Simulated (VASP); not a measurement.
# CuI (Marshite) (F-43m) in VASP: further runs

Runs on CuI (Marshite). Level: r2SCAN. Tasks: single point.

Everything below comes from runs of VASP 6.6.1. Logs are shortened: lines on timing, memory, paths and dates and some standing lists are left out, and cuts for length are marked.

**1. The cell of the first run**

Symmetry: F-43m, No. 216, cubic system. Conventional cell: a = 5.901 Å, b = 5.901 Å, c = 5.901 Å, α = 90.00°, β = 90.00°, γ = 90.00°. Cu (site symmetry -43m) has 4 I at 2.55 Å within 3.4 Å. Within 3.4 Å of I (site symmetry -43m) lie 4 Cu at 2.55 Å.

**2. Single point, r2SCAN (volume scaled by 0.94)**

The input, POSCAR:

```
CuI
1.0
    0.0000000000      2.9502529381      2.9502529381
    2.9502529381      0.0000000000      2.9502529381
    2.9502529381      2.9502529381      0.0000000000
Cu I
1 1
Direct
    0.2500000000      0.2500000000      0.2500000000
    0.0000000000      0.0000000000      0.0000000000
```

The input, INCAR.step1:

```
PREC     = Accurate       # precision mode
ENCUT    = 520            # plane-wave cutoff, eV
ISMEAR   = 0              # smearing method
SIGMA    = 0.02           # smearing width, eV
LREAL    = False          # projectors in reciprocal space
LASPH    = True           # aspherical terms in the spheres
NELM     = 100            # most SCF steps
NBANDS   = 16             # bands
GGA      = PE             # functional
ALGO     = Normal         # electronic algorithm
EDIFF    = 1E-4           # SCF threshold, eV
LWAVE    = True           # write WAVECAR
LCHARG   = False          # write CHGCAR
```

The input, INCAR.step2:

```
PREC     = Accurate       # precision mode
ENCUT    = 520            # plane-wave cutoff, eV
EDIFF    = 1E-6           # SCF threshold, eV
ISMEAR   = 0              # smearing method
SIGMA    = 0.02           # smearing width, eV
LREAL    = False          # projectors in reciprocal space
LASPH    = True           # aspherical terms in the spheres
NELM     = 100            # most SCF steps
ALGO     = Normal         # electronic algorithm
ISIF     = 2              # what is computed and relaxed
LWAVE    = False          # write WAVECAR
LCHARG   = True           # write CHGCAR
METAGGA  = R2SCAN         # meta-GGA
LMIXTAU  = True         
LELF     = True           # ELF
LVHAR    = True         
NBANDS   = 16             # bands
ISTART   = 1
```

The input, KPOINTS:

```
Automatic mesh
0
Gamma
  8 8 8
```

Potentials or basis: VASP PAW PBE potentials, release 64 (Cu, I).

The run is started by

```sh
> cat potpaw_PBE.64/Cu/POTCAR potpaw_PBE.64/I/POTCAR > POTCAR
> cp INCAR.step1 INCAR
> mpirun -np 1 vasp_std > vasp.out
> cp INCAR.step2 INCAR
> mpirun -np 1 vasp_std > vasp.out
```

OUTCAR:

```text
PREC = Accurate
   ENCUT = 520
   EDIFF = 1E-6
   ISMEAR = 0
   LREAL = False
   LASPH = True
   NELM = 100
   ISIF = 2
   METAGGA = R2SCAN
   ISTART = 1

 ion  position               nearest neighbor table
   1  0.250  0.250  0.250-   2 2.55   2 2.55   2 2.55   2 2.55
   2  0.000  0.000  0.000-   1 2.55   1 2.55   1 2.55   1 2.55

  LATTYP: Found a face centered cubic cell.
 ALAT       =     5.9005058762

  Lattice vectors:

 A1 = (   0.0000000000,   2.9502529381,   2.9502529381)
 A2 = (   2.9502529381,   0.0000000000,   2.9502529381)
 A3 = (   2.9502529381,   2.9502529381,   0.0000000000)

Analysis of symmetry for initial positions (statically):
=====================================================================
 Subroutine PRICEL returns:
 Original cell was already a primitive cell.

 Routine SETGRP: Setting up the symmetry group for a
 face centered cubic supercell.

 Subroutine GETGRP returns: Found 24 space group operations
 (whereof 24 operations were pure point group operations)
 out of a pool of 48 trial point group operations.

The static configuration has the point symmetry T_d .

Analysis of symmetry for dynamics (positions and initial velocities):
=====================================================================
 Subroutine PRICEL returns:
 Original cell was already a primitive cell.

 Routine SETGRP: Setting up the symmetry group for a
 face centered cubic supercell.

 Subroutine GETGRP returns: Found 24 space group operations
 (whereof 24 operations were pure point group operations)
 out of a pool of 48 trial point group operations.

The dynamic configuration has the point symmetry T_d .

 Subroutine INISYM returns: Found 24 space group operations
 (whereof 24 operations are pure point group operations),
 and found     1 'primitive' translations

----------------------------------------------------------------------------------------

                                     Primitive cell

  volume of cell :      51.3580

  direct lattice vectors                    reciprocal lattice vectors
     0.000000000  2.950252938  2.950252938    -0.169476994  0.169476994  0.169476994
     2.950252938  0.000000000  2.950252938     0.169476994 -0.169476994  0.169476994
     2.950252938  2.950252938  0.000000000     0.169476994  0.169476994 -0.169476994

  length of vectors
     4.172287717  4.172287717  4.172287717     0.293542765  0.293542765  0.293542765

  position of ions in fractional coordinates (direct lattice)
     0.250000000  0.250000000  0.250000000
     0.000000000  0.000000000  0.000000000

  ion indices of the primitive-cell ions
   primitive index   ion index
                 1           1
                 2           2

----------------------------------------------------------------------------------------

 KPOINTS: Automatic mesh

Automatic generation of k-mesh.
 Grid dimensions read from file:
 generate k-points for:    8    8    8

 Generating k-lattice:

  Cartesian coordinates                     Fractional coordinates (reciprocal lattice)
    -0.021184624  0.021184624  0.021184624     0.125000000  0.000000000  0.000000000
     0.021184624 -0.021184624  0.021184624     0.000000000  0.125000000  0.000000000
     0.021184624  0.021184624 -0.021184624     0.000000000  0.000000000  0.125000000

  Length of vectors
     0.036692846  0.036692846  0.036692846

  Shift w.r.t. Gamma in fractional coordinates (k-lattice)
     0.000000000  0.000000000  0.000000000

 Subroutine IBZKPT returns following result:
 ===========================================

 Found     29 irreducible k-points:

 Following reciprocal coordinates:
            Coordinates               Weight
  0.000000  0.000000  0.000000      1.000000
  0.125000  0.000000  0.000000      8.000000
  0.250000  0.000000  0.000000      8.000000
  0.375000  0.000000  0.000000      8.000000
  0.500000  0.000000  0.000000      4.000000
  0.125000  0.125000  0.000000      6.000000
[... 16 lines left out ...]
  0.500000  0.250000  0.125000     48.000000
 -0.375000  0.250000  0.125000     24.000000
 [... further k-points ...]
   k-points           NKPTS =     29   k-points in BZ     NKDIM =     29   number of bands    NBANDS=     16
   number of dos      NEDOS =    301   number of ions     NIONS =      2
   total plane-waves  NPLWV =  32768
   dimension x,y,z NGX =    32 NGY =   32 NGZ =   32
   dimension x,y,z NGXF=    64 NGYF=   64 NGZF=   64
   ions per type =               1   1
   NGX,Y,Z   is equivalent  to a cutoff of  12.75, 12.75, 12.75 a.u.
   NGXF,Y,Z  is equivalent  to a cutoff of  25.50, 25.50, 25.50 a.u.
 SYSTEM =  unknown system
   PREC   = accura    normal or accurate (medium, high low for compatibility)
   ISTART =      1    job   : 0-new  1-cont  2-samecut
   ICHARG =      0    charge: 1-file 2-atom 10-const
   ISPIN  =      1    spin polarized calculation?
   LNONCOLLINEAR =      F non collinear calculations
   LSORBIT =      F    spin-orbit coupling
   LASPH  =      T    aspherical Exc in radial PAW
   ENCUT  =  520.0 eV  38.22 Ry    6.18 a.u.   7.76  7.76  7.76*2*pi/ulx,y,z
   NELM   =    100;   NELMIN=  2; NELMDL=  0     # of ELM steps
   EDIFF  = 0.1E-05   stopping-criterion for ELM
   LREAL  =      F    real-space projection
   EDIFFG = 0.1E-04   stopping-criterion for IOM
   NSW    =      0    number of steps for IOM
   IBRION =     -1    ionic relax: 0-MD 1-quasi-New 2-CG
   NFREE  =      0    steps in history (QN), initial steepest desc. (CG)
   ISIF   =      2    stress and relaxation
   ISYM   =      2    0-nonsym 1-usesym 2-fastsym
   POTIM  = 0.5000    time-step for ionic-motion
   TEBEG  =    0.0;   TEEND  =   0.0 temperature during run
   PSTRESS=    0.0 pullay stress
   NELECT =      18.0000    total number of electrons
   NUPDOWN=      -1.0000    fix difference up-down
   EMIN   =  10.00;   EMAX   =-10.00  energy-range for DOS
   EFERMI =   0.00;   METHOD = LEGACY
   ISMEAR =     0;   SIGMA  =   0.02  broadening in eV -4-tet -1-fermi 0-gaus
   EFERMI_NEDOS =   21; number of points for ismear=-14 and -15
   IALGO  =     38    algorithm
   IMIX   =      4    mixing-type and parameters
     AMIX     =   0.40;   BMIX     =  1.00
     AMIX_MAG =   1.60;   BMIX_MAG =  1.00
  volume/ion in A,a.u.               =      25.68       173.29
  Fermi-wavevector in a.u.,A,eV,Ry     =   1.154241  2.181199 18.126658  1.332272
  Thomas-Fermi vector in A             =   2.290879
   LORBIT       =      0    0 simple, 1 ext, 2 COOP (PROOUT), +10 PAW based schemes
   METAGGA = R2SCAN    functional components
   LHFCALC =     F    Hartree Fock is set to
   AEXX    =    0.0000 exact exchange contribution
   IVDW    =     0    specifies the selected vdW correction
   LEPSILON=     F    determine dielectric tensor
   LRPA    =     F    only Hartree local field effects (RPA)
 non-spin polarized calculation
 Gauss-broadening in eV      SIGMA  =   0.02
  energy-cutoff  :      520.00
  volume of cell :       51.36
 maximum number of plane-waves:      1411
   NGX = 15   NGY = 15   NGZ = 15

 number of electron      17.9999987 magnetization

 Free energy of the ion-electron system (eV)
  ---------------------------------------------------
  ext. energy  EPLUGINS =         0.00000000
  ---------------------------------------------------
  free energy    TOTEN  =       -35.76498576 eV

  energy without entropy =      -35.76498576  energy(sigma->0) =      -35.76498576

 E-fermi :   5.2984     XC(G=0):  -9.8575

 val. band max:        5.1832118505   @ k =   0.0000   0.0000   0.0000
 cond. band min:       7.0516919198   @ k =   0.0000   0.0000   0.0000
 fundamental gap:      1.8684800693
 Fermi energy:         5.2983837688

 k-point     1 :       0.0000    0.0000    0.0000
  band No.  band energies     occupation
      1      -9.8129      2.00000
      2       0.9861      2.00000
      3       0.9862      2.00000
      4       0.9862      2.00000
      5       2.9791      2.00000
      6       2.9791      2.00000
[... 8 lines left out ...]
     15      15.3294      0.00000
     16      15.3294      0.00000

 k-point     2 :       0.1250    0.0000    0.0000
  band No.  band energies     occupation
      1      -9.7213      2.00000
      2       0.6842      2.00000
      3       0.9947      2.00000
      4       0.9948      2.00000
      5       2.9715      2.00000
      6       2.9715      2.00000
[... 8 lines left out ...]
     15      14.5777      0.00000
     16      14.7615      0.00000

 k-point     3 :       0.2500    0.0000    0.0000
  band No.  band energies     occupation
      1      -9.4841      2.00000
      2      -0.0671      2.00000
      3       1.0118      2.00000
      4       1.0119      2.00000
      5       2.9672      2.00000
      6       2.9673      2.00000
[... 8 lines left out ...]
     15      14.3760      0.00000
     16      14.5781      0.00000

 k-point     4 :       0.3750    0.0000    0.0000
  band No.  band energies     occupation
      1      -9.2190      2.00000
      2      -0.8304      2.00000
      3       1.0230      2.00000
      4       1.0231      2.00000
      5       2.9900      2.00000
      6       2.9901      2.00000
[... 8 lines left out ...]
     15      15.4389      0.00000
     16      15.4389      0.00000

 k-point     5 :       0.5000    0.0000    0.0000
  band No.  band energies     occupation
      1      -9.0989      2.00000
      2      -1.1485      2.00000
      3       1.0257      2.00000
      4       1.0258      2.00000
      5       3.0106      2.00000
      6       3.0107      2.00000
[... 8 lines left out ...]
     15      16.8183      0.00000
     16      16.8183      0.00000

 k-point     6 :       0.1250    0.1250    0.0000
  band No.  band energies     occupation
      1      -9.6907      2.00000
      2       0.6510      2.00000
      3       0.9707      2.00000
      4       0.9708      2.00000
      5       2.9407      2.00000
      6       2.9942      2.00000
[... 8 lines left out ...]
     15      15.2544      0.00000
     16      15.4945      0.00000
[... 267 lines left out ...]
 k-point    21 :       0.5000    0.5000    0.0000
  band No.  band energies     occupation
      1      -8.8532      2.00000
      2      -1.1128      2.00000
      3       0.8937      2.00000
      4       0.8937      2.00000
      5       2.9262      2.00000
      6       3.0724      2.00000
[... 8 lines left out ...]
     15      17.1368      0.00000
     16      18.0670      0.00000

 k-point    22 :       0.3750    0.2500    0.1250
  band No.  band energies     occupation
      1      -9.2983      2.00000
      2      -0.2768      2.00000
      3       0.7566      2.00000
      4       1.0007      2.00000
      5       2.8939      2.00000
      6       3.0227      2.00000
[... 8 lines left out ...]
     15      16.2163      0.00000
     16      17.3555      0.00000

 k-point    23 :       0.5000    0.2500    0.1250
  band No.  band energies     occupation
      1      -9.0764      2.00000
      2      -0.6666      2.00000
      3       0.5091      2.00000
      4       0.9896      2.00000
      5       2.9200      2.00000
      6       2.9933      2.00000
[... 8 lines left out ...]
     15      16.6402      0.00000
     16      17.4292      0.00000

 k-point    24 :      -0.3750    0.2500    0.1250
  band No.  band energies     occupation
      1      -8.9778      2.00000
      2      -0.8396      2.00000
      3       0.4026      2.00000
      4       0.9766      2.00000
      5       2.8933      2.00000
      6       2.9890      2.00000
[... 8 lines left out ...]
     15      16.6032      0.00000
     16      17.3968      0.00000

 [... further k-points ...]
[... 5 lines left out ...]
  --------------------------------------------------------------------------------------
  -------------------------------------------------------------------------------------
  Total        0.9957736      0.9957736      0.9957736      0.0000000      0.0000000      0.0000000
  in kB       31.0644349     31.0644349     31.0644349      0.0000000      0.0000000      0.0000000
  external PRESSURE =      31.0644349 kB  Pullay stress =       0.0000000 kB

 VOLUME and BASIS-vectors are now :
 -----------------------------------------------------------------------------
  energy-cutoff  :      520.00
  volume of cell :       51.36
      direct lattice vectors                 reciprocal lattice vectors
     0.000000000  2.950252938  2.950252938    -0.169476994  0.169476994  0.169476994
     2.950252938  0.000000000  2.950252938     0.169476994 -0.169476994  0.169476994
     2.950252938  2.950252938  0.000000000     0.169476994  0.169476994 -0.169476994

 POSITION                                       TOTAL-FORCE (eV/Angst)
 -----------------------------------------------------------------------------------
      1.47513      1.47513      1.47513        -0.000000     -0.000000     -0.000000
      0.00000      0.00000      0.00000         0.000000      0.000000      0.000000
 -----------------------------------------------------------------------------------
    total drift:                               -0.000017     -0.000017     -0.000017

  FREE ENERGIE OF THE ION-ELECTRON SYSTEM (eV)
  ---------------------------------------------------
  free  energy   TOTEN  =       -35.7649857578 eV

  energy  without entropy=      -35.7649857578  energy(sigma->0) =      -35.76498576
```

Wall time 67 s (1 thread of Intel Xeon Platinum 8375C at 2.90GHz (Ice Lake), shared host); peak memory 0.19 GiB.

Results:

- Free energy: -35.7650 eV
- Pressure: 3.1 GPa
- Band gap on the k mesh: 1.87 eV, direct

Levels at points of the mesh, in eV from the valence-band top:
```
           k point  band 6  band 7  band 8  band 9  band 10  band 11  band 12  band 13
(0.00, 0.00, 0.00)   -2.20    0.00    0.00    0.00     1.87     5.14     5.14     5.14
(0.50, 0.00, 0.00)   -2.17   -2.13   -0.86   -0.86     2.62     5.68     5.68     7.85
(0.50, 0.50, 0.00)   -2.11   -2.10   -1.81   -1.81     2.78     3.12    10.44    10.85
```

Caveat: the PAW data sets were made with another functional, which shifts forces and pressure a little; spin-orbit coupling is left out, which moves the levels of the heavy elements.

**3. Single point, r2SCAN (volume scaled by 0.97)**

The input, POSCAR:

```
CuI
1.0
    0.0000000000      2.9813105145      2.9813105145
    2.9813105145      0.0000000000      2.9813105145
    2.9813105145      2.9813105145      0.0000000000
Cu I
1 1
Direct
    0.2500000000      0.2500000000      0.2500000000
    0.0000000000      0.0000000000      0.0000000000
```

The input, INCAR.step1:

```
SYSTEM = CuI
PREC = Accurate
ENCUT = 520
ISMEAR = 0
SIGMA = 0.02
LREAL = .FALSE.
LASPH = .TRUE.
NELM = 60
NBANDS = 16
GGA = PE
ALGO = Normal
EDIFF = 1E-4
LWAVE = .TRUE.
LCHARG = .FALSE.
```

The input, INCAR.step2:

```
SYSTEM = CuI
PREC = Accurate
ENCUT = 520
EDIFF = 1E-6
ISMEAR = 0
SIGMA = 0.02
LREAL = .FALSE.
LASPH = .TRUE.
NELM = 60
ALGO = Normal
ISIF = 2
LWAVE = .FALSE.
LCHARG = .TRUE.
METAGGA = R2SCAN
LMIXTAU = .TRUE.
LELF = .TRUE.
LVHAR = .TRUE.
NBANDS = 16
ISTART = 1
```

The input, KPOINTS:

```
regular mesh
0
G
  8 8 8
  0 0 0
```

Potentials or basis: VASP PAW PBE potentials, release 64 (Cu, I).

The run is started by

```sh
> cat potpaw_PBE.64/Cu/POTCAR potpaw_PBE.64/I/POTCAR > POTCAR
> cp INCAR.step1 INCAR
> mpirun -np 1 vasp_std > vasp.out
> cp INCAR.step2 INCAR
> mpirun -np 1 vasp_std > vasp.out
```

It took 64 s on 1 thread of Intel Xeon Platinum 8375C at 2.90GHz (Ice Lake), shared host; peak memory 0.19 GiB.

It converged, with:

| Item | Value |
| --- | --- |
| Free energy | -35.7883 eV |
| Pressure | 1.4 GPa |
| Band gap on the k mesh | 1.77 eV, direct |

Levels at points of the mesh, in eV from the valence-band top:
```tsv
k point	band 5	band 6	band 7	band 8	band 9	band 10	band 11	band 12	band 13	band 14
(0.00, 0.00, 0.00)	-2.05	-2.05	0.00	0.00	0.00	1.77	5.18	5.18	5.18	8.74
(0.50, 0.00, 0.00)	-2.02	-2.02	-1.98	-0.80	-0.80	2.59	5.71	5.71	7.81	9.92
(0.50, 0.50, 0.00)	-2.10	-1.97	-1.96	-1.68	-1.68	2.84	3.15	10.18	10.68	10.68
```

Caveat: the PAW data sets were made with another functional, which shifts forces and pressure a little; spin-orbit coupling is left out, which moves the levels of the heavy elements.
